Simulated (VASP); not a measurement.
TlRh2: relaxation of cell and atoms with PBE

Crystal: TlRh2.

```
Tl Rh
1.0
     0.00000    3.10687    3.10687
     3.10687    0.00000    3.10687
     3.10687    3.10687    0.00000
Tl Rh
1 2
Direct
  0.00000 0.00000 0.00000
  0.25000 0.25000 0.25000
  0.75000 0.75000 0.75000
```

| Property | Result |
| --- | --- |
| Program | VASP 6.6.1 |
| Task | relaxation of cell and atoms |
| Functional | PBE |
| Potentials or basis | VASP PAW PBE potentials, release 64 (Tl_d, Rh_pv) |
| Cutoff | 600 eV |
| k mesh | 14 × 14 × 14 |
| Occupations | gaussian, width 0.1 eV |
| Spin | no spin polarisation |
| Dipole correction | no |
| Further INCAR settings | ALGO = Fast; EDIFF = 1e-07; IBRION = 2; EDIFFG = -0.01; NSW = 100; ISIF = 3 |

| Quantity | Value |
| --- | --- |
| Pressure after relaxing | 0.1 GPa |

Final structure:
```
Tl Rh
1.0
     0.00000    3.10687    3.10687
     3.10687    0.00000    3.10687
     3.10687    3.10687    0.00000
Tl Rh
1 2
Direct
  0.00000 0.00000 0.00000
  0.25000 0.25000 0.25000
  0.75000 0.75000 0.75000
```

Levels at points of the mesh, in eV from the Fermi level:
| k point | band 20 | band 21 | band 22 | band 23 | band 24 | band 25 |
| --- | --- | --- | --- | --- | --- | --- |
| (0.00, 0.00, 0.00) | 0.04 | 0.69 | 0.69 | 5.23 | 7.35 | 7.36 |
| (0.50, 0.00, 0.00) | -0.95 | -0.63 | -0.63 | 0.10 | 5.90 | 5.90 |
| (0.50, 0.50, 0.00) | -0.44 | -0.12 | 0.63 | 1.37 | 1.37 | 1.72 |

Run time: 3.8 min on 1 thread of Oxide Virtual Turin-like Processor, with other jobs on the host, peak memory 0.29 GiB.

Caveat: the relaxation stopped at its first step, so nothing moved; spin-orbit coupling is left out, which moves the levels of the heavy elements.
